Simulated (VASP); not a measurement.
# TiTe2 (P-3m1) in VASP: notebook

The runs below take TiTe2 through single point, with PBE.

Program: VASP 6.6.1. These are calculated values, not measurements. Logs are shortened: lines on timing, memory, paths and dates and some standing lists are left out, and cuts for length are marked.

### Step 1. The cell of the first run

The structure is trigonal, space group P-3m1 (No. 164). Conventional cell: a = 3.647 Å, b = 3.647 Å, c = 6.274 Å, α = 90.00°, β = 90.00°, γ = 120.00°. Ti (site symmetry -3m) has 6 Te at 2.67 Å within 3.5 Å. Te (site symmetry 3m) has 3 Ti at 2.67 Å within 3.5 Å.

### Step 2. Single point, PBE

File INCAR:

```
PREC = Accurate
ENCUT = 520
EDIFF = 1E-6
ISMEAR = -1
SIGMA = 0.1
LREAL = F
LASPH = T
NELM = 60
ALGO = Normal
ISIF = 2
LWAVE = F
LCHARG = T
GGA = PE
LELF = T
LVHAR = T
NBANDS = 19
```

File KPOINTS:

```
Automatic mesh
0
Gamma
  10 10 5
```

File POSCAR:

```
TiTe2
1.0
    3.6466534057      0.0000000000      0.0000000000
   -1.8233267028      3.1580945363      0.0000000000
    0.0000000000      0.0000000000      6.2737500212
Ti Te
1 2
Direct
    0.0000000000      0.0000000000      0.0000000000
    0.6666666667      0.3333333333      0.2628000000
    0.3333333333      0.6666666667      0.7372000000
```

Potentials or basis: VASP PAW PBE potentials, release 64 (Ti_sv, Te).

Run with:

```
$ cat potpaw_PBE.64/Ti_sv/POTCAR potpaw_PBE.64/Te/POTCAR > POTCAR
$ mpirun -np 1 vasp_std > vasp.out
```

OUTCAR:

```text
PREC = Accurate
   ENCUT = 520
   EDIFF = 1E-6
   ISMEAR = -1
   LREAL = F
   LASPH = T
   NELM = 60
   ISIF = 2
   GGA = PE

 ion  position               nearest neighbor table
   1  0.000  0.000  0.000-   2 2.67   3 2.67   2 2.67   3 2.67   2 2.67   3 2.67
   2  0.667  0.333  0.263-   1 2.67   1 2.67   1 2.67   3 3.65   3 3.65   3 3.65
   3  0.333  0.667  0.737-   1 2.67   1 2.67   1 2.67   2 3.65   2 3.65   2 3.65

  LATTYP: Found a hexagonal cell.
 ALAT       =     3.6466534057
 C/A-ratio  =     1.7204130262

  Lattice vectors:

 A1 = (   3.6466534057,   0.0000000000,   0.0000000000)
 A2 = (  -1.8233267028,   3.1580945363,   0.0000000000)
 A3 = (   0.0000000000,   0.0000000000,   6.2737500212)

Analysis of symmetry for initial positions (statically):
=====================================================================
 Subroutine PRICEL returns:
 Original cell was already a primitive cell.

 Routine SETGRP: Setting up the symmetry group for a
 hexagonal supercell.

 Subroutine GETGRP returns: Found 12 space group operations
 (whereof 12 operations were pure point group operations)
 out of a pool of 24 trial point group operations.

The static configuration has the point symmetry D_3d.

Analysis of symmetry for dynamics (positions and initial velocities):
=====================================================================
 Subroutine PRICEL returns:
 Original cell was already a primitive cell.

 Routine SETGRP: Setting up the symmetry group for a
 hexagonal supercell.

 Subroutine GETGRP returns: Found 12 space group operations
 (whereof 12 operations were pure point group operations)
 out of a pool of 24 trial point group operations.

The dynamic configuration has the point symmetry D_3d.

 Subroutine INISYM returns: Found 12 space group operations
 (whereof 12 operations are pure point group operations),
 and found     1 'primitive' translations

----------------------------------------------------------------------------------------

                                     Primitive cell

  volume of cell :      72.2515

  direct lattice vectors                    reciprocal lattice vectors
     3.646653406  0.000000000  0.000000000     0.274224032  0.158323316  0.000000000
    -1.823326703  3.158094536  0.000000000     0.000000000  0.316646632  0.000000000
     0.000000000  0.000000000  6.273750021     0.000000000  0.000000000  0.159394301

  length of vectors
     3.646653406  3.646653447  6.273750021     0.316646636  0.316646632  0.159394301

  position of ions in fractional coordinates (direct lattice)
     0.000000000  0.000000000  0.000000000
     0.666666667  0.333333333  0.262800000
     0.333333333  0.666666667  0.737200000

  ion indices of the primitive-cell ions
   primitive index   ion index
                 1           1
                 2           2
                 3           3

----------------------------------------------------------------------------------------

 KPOINTS: Automatic mesh

Automatic generation of k-mesh.
 Grid dimensions read from file:
 generate k-points for:   10   10    5

 Generating k-lattice:

  Cartesian coordinates                     Fractional coordinates (reciprocal lattice)
     0.027422403  0.015832332  0.000000000     0.100000000  0.000000000  0.000000000
     0.000000000  0.031664663  0.000000000     0.000000000  0.100000000  0.000000000
     0.000000000  0.000000000  0.031878860     0.000000000  0.000000000  0.200000000

  Length of vectors
     0.031664664  0.031664663  0.031878860

  Shift w.r.t. Gamma in fractional coordinates (k-lattice)
     0.000000000  0.000000000  0.000000000

 Subroutine IBZKPT returns following result:
 ===========================================

 Found     58 irreducible k-points:

 Following reciprocal coordinates:
            Coordinates               Weight
  0.000000  0.000000  0.000000      1.000000
  0.100000  0.000000  0.000000      6.000000
  0.200000  0.000000  0.000000      6.000000
  0.300000 -0.000000  0.000000      6.000000
  0.400000  0.000000  0.000000      6.000000
  0.500000  0.000000  0.000000      3.000000
[... 16 lines left out ...]
  0.000000  0.400000  0.200000      6.000000
  0.500000  0.000000  0.200000      6.000000
 [... further k-points ...]
   k-points           NKPTS =     58   k-points in BZ     NKDIM =     58   number of bands    NBANDS=     19
   number of dos      NEDOS =    301   number of ions     NIONS =      3
   total plane-waves  NPLWV =  37632
   dimension x,y,z NGX =    28 NGY =   28 NGZ =   48
   dimension x,y,z NGXF=    56 NGYF=   56 NGZF=   96
   ions per type =               1   2
   NGX,Y,Z   is equivalent  to a cutoff of  12.76, 12.76, 12.72 a.u.
   NGXF,Y,Z  is equivalent  to a cutoff of  25.53, 25.53, 25.44 a.u.
 SYSTEM =  unknown system
   PREC   = accura    normal or accurate (medium, high low for compatibility)
   ISTART =      0    job   : 0-new  1-cont  2-samecut
   ICHARG =      2    charge: 1-file 2-atom 10-const
   ISPIN  =      1    spin polarized calculation?
   LNONCOLLINEAR =      F non collinear calculations
   LSORBIT =      F    spin-orbit coupling
   LASPH  =      T    aspherical Exc in radial PAW
   ENCUT  =  520.0 eV  38.22 Ry    6.18 a.u.   6.78  6.78 11.67*2*pi/ulx,y,z
   NELM   =     60;   NELMIN=  2; NELMDL= -5     # of ELM steps
   EDIFF  = 0.1E-05   stopping-criterion for ELM
   LREAL  =      F    real-space projection
   EDIFFG = 0.1E-04   stopping-criterion for IOM
   NSW    =      0    number of steps for IOM
   IBRION =     -1    ionic relax: 0-MD 1-quasi-New 2-CG
   NFREE  =      0    steps in history (QN), initial steepest desc. (CG)
   ISIF   =      2    stress and relaxation
   ISYM   =      2    0-nonsym 1-usesym 2-fastsym
   POTIM  = 0.5000    time-step for ionic-motion
   TEBEG  =    0.0;   TEEND  =   0.0 temperature during run
   PSTRESS=    0.0 pullay stress
   NELECT =      24.0000    total number of electrons
   NUPDOWN=      -1.0000    fix difference up-down
   EMIN   =  10.00;   EMAX   =-10.00  energy-range for DOS
   EFERMI =   0.00;   METHOD = LEGACY
   ISMEAR =    -1;   SIGMA  =   0.10  broadening in eV -4-tet -1-fermi 0-gaus
   EFERMI_NEDOS =   21; number of points for ismear=-14 and -15
   IALGO  =     38    algorithm
   IMIX   =      4    mixing-type and parameters
     AMIX     =   0.40;   BMIX     =  1.00
     AMIX_MAG =   1.60;   BMIX_MAG =  1.00
  volume/ion in A,a.u.               =      24.08       162.53
  Fermi-wavevector in a.u.,A,eV,Ry     =   1.133782  2.142538 17.489774  1.285462
  Thomas-Fermi vector in A             =   2.270485
   LORBIT       =      0    0 simple, 1 ext, 2 COOP (PROOUT), +10 PAW based schemes
   GGA     = PE    functional components
   LHFCALC =     F    Hartree Fock is set to
   AEXX    =    0.0000 exact exchange contribution
   IVDW    =     0    specifies the selected vdW correction
   LEPSILON=     F    determine dielectric tensor
   LRPA    =     F    only Hartree local field effects (RPA)
 non-spin polarized calculation
  energy-cutoff  :      520.00
  volume of cell :       72.25
 maximum number of plane-waves:      1967
 NGX is ok and might be reduce to    28
   NGX = 13   NGY = 13   NGZ = 23

 number of electron      24.0000002 magnetization

 Free energy of the ion-electron system (eV)
  ---------------------------------------------------
  ext. energy  EPLUGINS =         0.00000000
  ---------------------------------------------------
  free energy    TOTEN  =       -15.98764899 eV

  energy without entropy =      -15.94672332  energy(sigma->0) =      -15.96718615

 E-fermi :   8.1234     XC(G=0): -10.3461

 val. band max:        8.1202335821   @ k =   0.0000   0.1000   0.2000
 cond. band min:       8.1456566258   @ k =   0.5000   0.0000   0.0000
 fundamental gap:      0.0254230437
 Fermi energy:         8.1233579280

 k-point     1 :       0.0000    0.0000    0.0000
  band No.  band energies     occupation
      1     -49.0724      2.00000
      2     -25.3574      2.00000
      3     -25.3574      2.00000
      4     -25.3388      2.00000
      5      -4.9185      2.00000
      6      -3.0720      2.00000
[... 11 lines left out ...]
     18      13.4349      0.00000
     19      15.0890      0.00000

 k-point     2 :       0.1000    0.0000    0.0000
  band No.  band energies     occupation
      1     -49.0718      2.00000
      2     -25.3640      2.00000
      3     -25.3589      2.00000
      4     -25.3371      2.00000
      5      -4.7894      2.00000
      6      -3.0064      2.00000
[... 11 lines left out ...]
     18      14.2244      0.00000
     19      15.6750      0.00000

 k-point     3 :       0.2000    0.0000    0.0000
  band No.  band energies     occupation
      1     -49.0705      2.00000
      2     -25.3813      2.00000
      3     -25.3627      2.00000
      4     -25.3328      2.00000
      5      -4.4161      2.00000
      6      -2.8283      2.00000
[... 11 lines left out ...]
     18      14.2933      0.00000
     19      15.6412      0.00000

 k-point     4 :       0.3000   -0.0000    0.0000
  band No.  band energies     occupation
      1     -49.0688      2.00000
      2     -25.4026      2.00000
      3     -25.3674      2.00000
      4     -25.3274      2.00000
      5      -3.8486      2.00000
      6      -2.6046      2.00000
[... 407 lines left out ...]
     18      13.1021      0.00000
     19      13.4530      0.00000

 k-point    23 :       0.0000    0.4000    0.2000
  band No.  band energies     occupation
      1     -49.0674      2.00000
      2     -25.4198      2.00000
      3     -25.3713      2.00000
      4     -25.3230      2.00000
      5      -3.0797      2.00000
      6      -2.6307      2.00000
[... 11 lines left out ...]
     18      13.1523      0.00000
     19      13.9302      0.00000

 k-point    24 :       0.5000    0.0000    0.2000
  band No.  band energies     occupation
      1     -49.0669      2.00000
      2     -25.4263      2.00000
      3     -25.3728      2.00000
      4     -25.3213      2.00000
      5      -2.7935      2.00000
      6      -2.5234      2.00000
[... 11 lines left out ...]
     18      12.9893      0.00000
     19      13.7980      0.00000

 [... further k-points ...]

------------------------ aborting loop because EDIFF is reached ----------------------------------------

  FORCE on cell =-STRESS in cart. coord.  units (eV):
  Direction    XX          YY          ZZ          XY          YZ          ZX
  --------------------------------------------------------------------------------------
  -------------------------------------------------------------------------------------
  Total        3.9623391      3.9623392      4.7722555      0.0000000     -0.0000000      0.0000000
  in kB       87.8648956     87.8648983    105.8247983      0.0000000     -0.0000000      0.0000000
  external PRESSURE =      93.8515308 kB  Pullay stress =       0.0000000 kB

 VOLUME and BASIS-vectors are now :
 -----------------------------------------------------------------------------
  energy-cutoff  :      520.00
  volume of cell :       72.25
      direct lattice vectors                 reciprocal lattice vectors
     3.646653406  0.000000000  0.000000000     0.274224032  0.158323316  0.000000000
    -1.823326703  3.158094536  0.000000000     0.000000000  0.316646632  0.000000000
     0.000000000  0.000000000  6.273750021     0.000000000  0.000000000  0.159394301

 POSITION                                       TOTAL-FORCE (eV/Angst)
 -----------------------------------------------------------------------------------
      0.00000      0.00000      0.00000         0.000000     -0.000000      0.000000
      1.82333      1.05270      1.64874        -0.000000      0.000000      1.055697
     -0.00000      2.10540      4.62501         0.000000     -0.000000     -1.055697
 -----------------------------------------------------------------------------------
    total drift:                                0.000000     -0.000000     -0.000000

  FREE ENERGIE OF THE ION-ELECTRON SYSTEM (eV)
  ---------------------------------------------------
  free  energy   TOTEN  =       -15.9876489867 eV

  energy  without entropy=      -15.9467233190  energy(sigma->0) =      -15.96718615
```

It took 35 s on 1 thread of Intel Xeon 6975P-C (Granite Rapids), shared host; peak memory 0.23 GiB.

Results:

```
Free energy            : -15.9876 eV
Pressure               : 9.4 GPa
Largest force          : 1.056 eV/Å
Band gap on the k mesh : zero (band 12 reaches 8.55 eV, above the bottom of band 13 at 7.79 eV)
```

Forces on the atoms (eV/Å):
```
Ti   0.000  0.000  0.000
Te   0.000  0.000  1.056
Te   0.000  0.000 -1.056
```

Levels at points of the mesh, in eV from the Fermi level:
```csv
k point,band 8,band 9,band 10,band 11,band 12,band 13,band 14,band 15,band 16,band 17
"(0.00, 0.00, 0.00)",-1.84,-1.84,0.32,0.43,0.43,0.81,1.38,1.38,3.53,3.53
"(0.50, 0.00, 0.00)",-4.08,-3.01,-2.68,-1.91,-1.20,0.02,1.35,1.75,2.66,3.90
```

Caveat: spin-orbit coupling is left out, which moves the levels of the heavy elements; this functional lacks dispersion, which binds the layers, so the pressure and a relaxed spacing across them are unreliable; forces of over 1 eV/Å act on the atoms, so gaps and moduli don't describe the material at rest.

### Step 3. Single point, PBE

This run uses another cell than the first one, of 24.75 Å³/atom, 1.028 times its volume.

File INCAR:

```
  PREC = Accurate
  ENCUT = 520
  EDIFF = 1E-6
  ISMEAR = -1
  SIGMA = 0.1
  LREAL = False
  LASPH = True
  NELM = 60
  ALGO = Normal
  ISIF = 2
  LWAVE = False
  LCHARG = False
  GGA = PE
  NBANDS = 19
```

KPOINTS is that of step 2.

File POSCAR:

```
TiTe2
1.0
    3.6801108104      0.0000000000      0.0000000000
   -1.8400554052      3.1870694991      0.0000000000
    0.0000000000      0.0000000000      6.3313105761
Ti Te
1 2
Direct
    0.0000000000      0.0000000000      0.0000000000
    0.6666666667      0.3333333333      0.2628000000
    0.3333333333      0.6666666667      0.7372000000
```

Potentials or basis: VASP PAW PBE potentials, release 64 (Ti_sv, Te).

Run with:

```
$ cat potpaw_PBE.64/Ti_sv/POTCAR potpaw_PBE.64/Te/POTCAR > POTCAR
$ mpirun -np 1 vasp_std > vasp.out
```

OUTCAR:

```text
PREC = Accurate
   ENCUT = 520
   EDIFF = 1E-6
   ISMEAR = -1
   LREAL = False
   LASPH = True
   NELM = 60
   ISIF = 2
   GGA = PE

 ion  position               nearest neighbor table
   1  0.000  0.000  0.000-   2 2.70   3 2.70   2 2.70   3 2.70   2 2.70   3 2.70
   2  0.667  0.333  0.263-   1 2.70   1 2.70   1 2.70   3 3.68   3 3.68   3 3.68
   3  0.333  0.667  0.737-   1 2.70   1 2.70   1 2.70   2 3.68   2 3.68   2 3.68

  LATTYP: Found a hexagonal cell.
 ALAT       =     3.6801108104
 C/A-ratio  =     1.7204130262

  Lattice vectors:
[... 718 lines left out ...]

  FORCE on cell =-STRESS in cart. coord.  units (eV):
  Direction    XX          YY          ZZ          XY          YZ          ZX
  --------------------------------------------------------------------------------------
  -------------------------------------------------------------------------------------
  Total        2.9442999      2.9443000      3.6600294      0.0000000      0.0000000      0.0000000
  in kB       63.5252786     63.5252806     78.9676307      0.0000000      0.0000000      0.0000000
  external PRESSURE =      68.6727300 kB  Pullay stress =       0.0000000 kB

 VOLUME and BASIS-vectors are now :
 -----------------------------------------------------------------------------
  energy-cutoff  :      520.00
  volume of cell :       74.26
      direct lattice vectors                 reciprocal lattice vectors
     3.680110810  0.000000000  0.000000000     0.271730948  0.156883934  0.000000000
    -1.840055405  3.187069499  0.000000000     0.000000000  0.313767867  0.000000000
     0.000000000  0.000000000  6.331310576     0.000000000  0.000000000  0.157945182

 POSITION                                       TOTAL-FORCE (eV/Angst)
 -----------------------------------------------------------------------------------
      0.00000      0.00000      0.00000         0.000000      0.000000      0.000000
      1.84006      1.06236      1.66387         0.000000      0.000000      0.765617
     -0.00000      2.12471      4.66744        -0.000000     -0.000000     -0.765617
 -----------------------------------------------------------------------------------
    total drift:                                0.000000     -0.000000      0.000000

  FREE ENERGIE OF THE ION-ELECTRON SYSTEM (eV)
  ---------------------------------------------------
  free  energy   TOTEN  =       -16.0896038861 eV

  energy  without entropy=      -16.0478408342  energy(sigma->0) =      -16.06872236
```

OSZICAR:

```text
N       E                     dE             d eps       ncg     rms          rms(c)
DAV:   1     0.185169419056E+03    0.18517E+03   -0.10815E+04  2204   0.119E+03
DAV:   2    -0.784962196417E+00   -0.18595E+03   -0.18099E+03  2332   0.306E+02
DAV:   3    -0.173076840873E+02   -0.16523E+02   -0.16128E+02  3376   0.845E+01
DAV:   4    -0.178847042798E+02   -0.57702E+00   -0.57401E+00  2879   0.146E+01
DAV:   5    -0.179037230812E+02   -0.19019E-01   -0.19010E-01  3136   0.262E+00    0.127E+01
DAV:   6    -0.177038426887E+02    0.19988E+00   -0.27703E+01  2477   0.353E+01    0.115E+01
DAV:   7    -0.162575354102E+02    0.14463E+01   -0.19095E+01  2799   0.272E+01    0.506E+00
DAV:   8    -0.160864173739E+02    0.17112E+00   -0.11616E+00  2637   0.795E+00    0.150E+00
DAV:   9    -0.160958672234E+02   -0.94498E-02   -0.75257E-02  2970   0.174E+00    0.107E+00
DAV:  10    -0.160901664958E+02    0.57007E-02   -0.79110E-02  2566   0.209E+00    0.516E-01
DAV:  11    -0.160899573732E+02    0.20912E-03   -0.11731E-02  2567   0.832E-01    0.278E-01
DAV:  12    -0.160896360621E+02    0.32131E-03   -0.29840E-03  2586   0.386E-01    0.129E-01
DAV:  13    -0.160896046647E+02    0.31397E-04   -0.16588E-04  2546   0.110E-01    0.253E-02
DAV:  14    -0.160896056675E+02   -0.10028E-05   -0.93532E-06  2611   0.222E-02    0.204E-02
DAV:  15    -0.160896038168E+02    0.18507E-05   -0.81074E-06  2511   0.228E-02    0.312E-03
DAV:  16    -0.160896038861E+02   -0.69364E-07   -0.50591E-07  1420   0.426E-03
   1 F= -.16089604E+02 E0= -.16068722E+02  d E =-.417631E-01
```

Run time: 37 s. Hardware: 1 thread of Intel Xeon 6975P-C (Granite Rapids), shared host; peak memory 0.23 GiB.

What came out:

```
Free energy            : -16.0896 eV
Pressure               : 6.9 GPa
Largest force          : 0.766 eV/Å
Band gap on the k mesh : zero (band 12 reaches 8.19 eV, above the bottom of band 13 at 7.47 eV)
```

Forces in eV/Å, atoms in the order of the input:
```
Ti   0.000  0.000  0.000
Te   0.000  0.000  0.766
Te   0.000  0.000 -0.766
```

Caveat: spin-orbit coupling is left out, which moves the levels of the heavy elements; this functional lacks dispersion, which binds the layers, so the pressure and a relaxed spacing across them are unreliable.

(Part 1 of 2 ends here.)
